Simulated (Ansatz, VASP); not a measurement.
Two plane-wave programs on Sb

The input INCAR:

```
PREC = Accurate
ENCUT = 520
EDIFF = 1E-7
ISMEAR = -1
SIGMA = 0.05
LREAL = False
LASPH = True
NELM = 60
ALGO = Normal
ISIF = 2
LWAVE = False
LCHARG = False
GGA = CA
NBANDS = 12
```

File KPOINTS:

```
regular mesh
0
Gamma
  9 9 5
```

Contents of POSCAR:

```
Sb
1.0
    3.3545324186      0.0000000000      0.0000000000
   -1.6772662093      2.9051102923      0.0000000000
    0.0000000000      0.0000000000      5.4701606500
Sb
2
Direct
    0.6666666667      0.3333333333      0.7500000000
    0.3333333333      0.6666666667      0.2500000000
```

File input.yaml:

```yaml
crystal:
  lattice:
    - [3.3545324186, 0.0, 0.0]
    - [-1.6772662093, 2.9051102923, 0.0]
    - [0.0, 0.0, 5.47016065]
  atoms:
    - { symbol: Sb, position: [0.6666666667, 0.3333333333, 0.75] }
    - { symbol: Sb, position: [0.3333333333, 0.6666666667, 0.25] }
hamiltonian:
  xc: lda
  pseudopotentials: { kind: paw }
kpoints:
  mp_grid: { grid: [9, 9, 5] }
  band_path:
    path:
      - [[0.0, 0.0, 0.0], [0.5, 0.0, 0.0], [0.3333333333, 0.3333333333, 0.0], [0.0, 0.0, 0.0], [0.0, 0.0, 0.5], [0.5, 0.0, 0.5], [0.3333333333, 0.3333333333, 0.5], [0.0, 0.0, 0.5]]
      - [[0.5, 0.0, 0.5], [0.5, 0.0, 0.0]]
      - [[0.3333333333, 0.3333333333, 0.0], [0.3333333333, 0.3333333333, 0.5]]
    npoints: 14
scf:
  occupations: { method: fermi_dirac, width: 0.05 }
  n_extra_bands: 6
output:
  forces: true
  stress: true
  eigenvalues: true
  fatbands: true
  write_density: true
  write_potential: true
  elf: true
  volumetric_format: npy
```

Alike in both runs: functional LDA; k mesh 9 × 9 × 5; occupations fermi-dirac, width 0.05 eV; no spin polarisation.

|  | VASP | Ansatz |
| --- | --- | --- |
| version | VASP 6.6.1 | Ansatz 0.2.0 |
| potentials or method | VASP PAW LDA potentials, release 64 (Sb) | Ansatz PAW |
| plane-wave cutoff (eV) | 520 | 420 |
| valence electrons in the cell | 10 | 30 |
| task | single point | band structure |

|  | VASP | Ansatz | Ansatz less VASP |
| --- | --- | --- | --- |
| gap on the k mesh at the Fermi level (eV) | none | none | - |
| pressure (GPa) | -2.6 | -2.7 | -0.06 |
| traceless stress, the component that is largest in VASP (GPa) | -0.25 | -0.26 | -0.016 |

LDA's correlation is that of Perdew and Zunger in VASP and of Perdew and Wang (1992) in Ansatz. A gap of «none» marks a metal or a gap that the smearing closes. VASP's potentials hold 10 valence electrons a cell and Ansatz's 30, so a difference there can come from the potentials and not from the codes.

Spin-orbit coupling is off throughout.
